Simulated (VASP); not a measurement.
# O2 in VASP: notebook, part 2 of 2

VASP 6.6.1. Earlier steps stand in the parts before.

## 3. Relaxation of the atoms, r2SCAN, collinear spin, ferromagnetic start

The input, POSCAR:

```
O
1.0
   10.0000000000      0.0000000000      0.0000000000
    0.0000000000     10.5000000000      0.0000000000
    0.0000000000      0.0000000000     11.0000000000
O
2
Direct
    0.5000000000      0.5000000000      0.4450000000
    0.5000000000      0.5000000000      0.5550000000
```

The input, INCAR.step1:

```
SYSTEM = O
ALGO = Normal
EDIFF = 1E-4
ENCUT = 520
GGA = PE
ISMEAR = 0
ISPIN = 2
LASPH = .TRUE.
LCHARG = .FALSE.
LREAL = .FALSE.
LWAVE = .TRUE.
MAGMOM = 1 1
NELM = 150
PREC = Accurate
SIGMA = 0.01
```

The input, INCAR.step2:

```
SYSTEM = O
ALGO = Normal
EDIFF = 1E-6
EDIFFG = -0.004
ENCUT = 520
IBRION = 2
ISIF = 2
ISMEAR = 0
ISPIN = 2
ISTART = 1
LASPH = .TRUE.
LCHARG = .FALSE.
LMIXTAU = .TRUE.
LORBIT = 11
LREAL = .FALSE.
LWAVE = .FALSE.
MAGMOM = 1 1
METAGGA = R2SCAN
NELM = 150
NSW = 80
PREC = Accurate
SIGMA = 0.01
```

The input, KPOINTS:

```
k-points
0
G
  1 1 1
  0 0 0
```

Potentials or basis: VASP PAW PBE potentials, release 64 (O).

Started as:

```
$ cat potpaw_PBE.64/O/POTCAR > POTCAR
$ cp INCAR.step1 INCAR
$ mpirun -np 1 vasp_gam > vasp.out
$ cp INCAR.step2 INCAR
$ mpirun -np 1 vasp_gam > vasp.out
```

OUTCAR:

```text
SYSTEM = O
   EDIFF = 1E-6
   EDIFFG = -0.004
   ENCUT = 520
   IBRION = 2
   ISIF = 2
   ISMEAR = 0
   ISPIN = 2
   ISTART = 1
   LASPH = .TRUE.
   LORBIT = 11
   LREAL = .FALSE.
   METAGGA = R2SCAN
   NELM = 150
   NSW = 80
   PREC = Accurate

 ion  position               nearest neighbor table
   1  0.500  0.500  0.445-   2 1.21
   2  0.500  0.500  0.555-   1 1.21

  LATTYP: Found a simple orthorhombic cell.
 ALAT       =    10.0000000000
 B/A-ratio  =     1.0500000000
 C/A-ratio  =     1.1000000000

  Lattice vectors:

 A1 = (  10.0000000000,   0.0000000000,   0.0000000000)
 A2 = (   0.0000000000,  10.5000000000,   0.0000000000)
 A3 = (   0.0000000000,   0.0000000000,  11.0000000000)

Analysis of symmetry for initial positions (statically):
=====================================================================
 Subroutine PRICEL returns:
 Original cell was already a primitive cell.

 Routine SETGRP: Setting up the symmetry group for a
 simple orthorhombic supercell.

 Subroutine GETGRP returns: Found  8 space group operations
 (whereof  8 operations were pure point group operations)
 out of a pool of  8 trial point group operations.

The static configuration has the point symmetry D_2h.

Analysis of symmetry for dynamics (positions and initial velocities):
=====================================================================
 Subroutine PRICEL returns:
 Original cell was already a primitive cell.

 Routine SETGRP: Setting up the symmetry group for a
 simple orthorhombic supercell.

 Subroutine GETGRP returns: Found  8 space group operations
 (whereof  8 operations were pure point group operations)
 out of a pool of  8 trial point group operations.

The dynamic configuration has the point symmetry D_2h.

Analysis of structural, dynamic, and magnetic symmetry:
=====================================================================
 Subroutine PRICEL returns:
[... 123 lines left out ...]
   NGX = 37   NGY = 39   NGZ = 41

--------------------------------------- Ionic step        1  -------------------------------------------

 number of electron      11.9999998 magnetization       1.9999998

 Free energy of the ion-electron system (eV)
  ---------------------------------------------------
  ext. energy  EPLUGINS =         0.00000000
  ---------------------------------------------------
  free energy    TOTEN  =       -11.85455960 eV

  energy without entropy =      -11.85455960  energy(sigma->0) =      -11.85455960

------------------------ aborting loop because EDIFF is reached ----------------------------------------

  FORCE on cell =-STRESS in cart. coord.  units (eV):
  Direction    XX          YY          ZZ          XY          YZ          ZX
  --------------------------------------------------------------------------------------
  -------------------------------------------------------------------------------------
  Total       -0.0739869     -0.0793132      1.1595819      0.0000000      0.0000000      0.0000000
  in kB       -0.1026321     -0.1100206      1.6085331      0.0000000      0.0000000      0.0000000
  external PRESSURE =       0.4652935 kB  Pullay stress =       0.0000000 kB
[... 95 lines left out ...]
--------------------------------------- Ionic step        4  -------------------------------------------

 number of electron      11.9999998 magnetization       1.9999999

 Free energy of the ion-electron system (eV)
  ---------------------------------------------------
  ext. energy  EPLUGINS =         0.00000000
  ---------------------------------------------------
  free energy    TOTEN  =       -11.86088132 eV

  energy without entropy =      -11.86088132  energy(sigma->0) =      -11.86088132

 E-fermi :  -7.3587     XC(G=0):  -0.3236

 val. band max:       -7.4793083424   @ k =   0.0000   0.0000   0.0000
 cond. band min:      -4.0358615801   @ k =   0.0000   0.0000   0.0000
 fundamental gap:      3.4434467623
 Fermi energy:        -7.3586919798

 spin component 1

 k-point     1 :       0.0000    0.0000    0.0000
  band No.  band energies     occupation
      1     -34.2108      1.00000
      2     -21.9214      1.00000
      3     -14.0773      1.00000
      4     -14.0772      1.00000
      5     -13.8864      1.00000
      6      -7.4794      1.00000
      7      -7.4793      1.00000
      8       0.0276      0.00000
      9       1.1394      0.00000
     10       1.2683      0.00000
     11       1.3493      0.00000
 Fermi energy:        -7.3586919798

 spin component 2

 k-point     1 :       0.0000    0.0000    0.0000
  band No.  band energies     occupation
      1     -32.8230      1.00000
      2     -19.4889      1.00000
      3     -12.7996      1.00000
      4     -11.5737      1.00000
      5     -11.5737      1.00000
      6      -4.0359      0.00000
      7      -4.0358      0.00000
      8       0.0775      0.00000
      9       1.2683      0.00000
     10       1.3035      0.00000
     11       1.4060      0.00000
[... 27 lines left out ...]
  FREE ENERGIE OF THE ION-ELECTRON SYSTEM (eV)
  ---------------------------------------------------
  free  energy   TOTEN  =       -11.8608813205 eV

  energy  without entropy=      -11.8608813205  energy(sigma->0) =      -11.86088132

 reached required accuracy - stopping structural energy minimisation

 total charge

# of ion       s       p       d       tot
------------------------------------------
    1        1.614   3.303   0.000   4.917
    2        1.614   3.303   0.000   4.917
--------------------------------------------------
tot          3.228   6.606   0.000   9.834

 magnetization (x)

# of ion       s       p       d       tot
------------------------------------------
    1        0.015   0.819   0.000   0.834
    2        0.015   0.819   0.000   0.834
--------------------------------------------------
tot          0.030   1.638   0.000   1.668
```

OUTCAR.step1:

```text
SYSTEM = O
   EDIFF = 1E-4
   ENCUT = 520
   GGA = PE
   ISMEAR = 0
   ISPIN = 2
[... 245 lines left out ...]
 -----------------------------------------------------------------------------------
      5.00000      5.25000      4.89500         0.000000      0.000000     -1.824972
      5.00000      5.25000      6.10500         0.000000      0.000000      1.824972
 -----------------------------------------------------------------------------------
    total drift:                                0.000000      0.000000      0.000000

  FREE ENERGIE OF THE ION-ELECTRON SYSTEM (eV)
  ---------------------------------------------------
  free  energy   TOTEN  =        -9.8640038511 eV

  energy  without entropy=       -9.8640038511  energy(sigma->0) =       -9.86400385
```

OSZICAR.step1:

```text
N       E                     dE             d eps       ncg     rms          rms(c)
DAV:   1     0.135898808340E+03    0.13590E+03   -0.29581E+03    60   0.600E+02
DAV:   2     0.341504291962E+02   -0.10175E+03   -0.98554E+02    82   0.935E+01
DAV:   3    -0.762224305148E+01   -0.41773E+02   -0.40774E+02    77   0.936E+01
DAV:   4    -0.977466142932E+01   -0.21524E+01   -0.21511E+01    56   0.241E+01
DAV:   5    -0.981473696893E+01   -0.40076E-01   -0.40074E-01    66   0.321E+00    0.653E+00
DAV:   6    -0.972362161931E+01    0.91115E-01   -0.11986E+00    50   0.102E+01    0.303E+00
DAV:   7    -0.986481338689E+01   -0.14119E+00   -0.20463E-01    53   0.452E+00    0.148E+00
DAV:   8    -0.985884954859E+01    0.59638E-02   -0.72085E-02    44   0.232E+00    0.449E-01
DAV:   9    -0.986262926284E+01   -0.37797E-02   -0.52916E-03    50   0.711E-01    0.208E-01
DAV:  10    -0.986315330324E+01   -0.52404E-03   -0.70314E-04    44   0.270E-01    0.504E-02
DAV:  11    -0.986331300434E+01   -0.15970E-03   -0.52560E-05    47   0.664E-02    0.185E-02
DAV:  12    -0.986348468760E+01   -0.17168E-03   -0.20601E-05    47   0.331E-02    0.805E-03
DAV:  13    -0.986360928764E+01   -0.12460E-03   -0.54788E-06    44   0.157E-02    0.476E-03
DAV:  14    -0.986379548030E+01   -0.18619E-03   -0.10753E-05    47   0.189E-02    0.351E-03
DAV:  15    -0.986390778523E+01   -0.11230E-03   -0.54276E-06    47   0.131E-02    0.207E-03
DAV:  16    -0.986400385106E+01   -0.96066E-04   -0.40304E-06    44   0.101E-02
   1 F= -.98640039E+01 E0= -.98640039E+01  d E =-.875317E-37  mag=     2.0000
```

Run time: 13 min. Hardware: 1 thread of Intel Xeon Platinum 8488C (Sapphire Rapids), shared host; peak memory 1.6 GiB.

Results:

| Property | Result |
| --- | --- |
| Free energy | -11.8609 eV |
| Energy gained by relaxing | 3.2 meV/atom |
| Ionic steps | 4 |
| Gap between the frontier levels | 3.44 eV |
| Net moment | 2.00 μB per cell |
| Site moments | O +0.83 μB |
| Valence electrons inside the program's atomic spheres | O 4.92 |

The path:
```tsv
step	energy change (eV)	largest force (eV/Å)	pressure (GPa)
1	0.0000	1.0328	0.05
2	0.2384	5.0479	-0.30
3	-0.0063	0.0227	-0.01
4	-0.0063	0.0010	-0.01
```

Final structure:
```
CELL_PARAMETERS angstrom
10.00000 0.00000 0.00000
0.00000 10.50000 0.00000
0.00000 0.00000 11.00000
ATOMIC_POSITIONS crystal
O 0.50000 0.50000 0.44443
O 0.50000 0.50000 0.55557
```

Levels at points of the mesh, in eV from the valence-band top:
Spin up:
```tsv
k point	band 5	band 6	band 7	band 8	band 9	band 10
(0.00, 0.00, 0.00)	-6.41	0.00	0.00	7.51	8.62	8.75
```
Spin down:
| k point | band 2 | band 3 | band 4 | band 5 | band 6 | band 7 | band 8 | band 9 |
| --- | --- | --- | --- | --- | --- | --- | --- | --- |
| (0.00, 0.00, 0.00) | -12.01 | -5.32 | -4.09 | -4.09 | 3.44 | 3.44 | 7.56 | 8.75 |

Caveat: the standard files for N, O and F lose accuracy on very short bonds; the PAW data sets were made with another functional, which shifts forces and pressure a little.
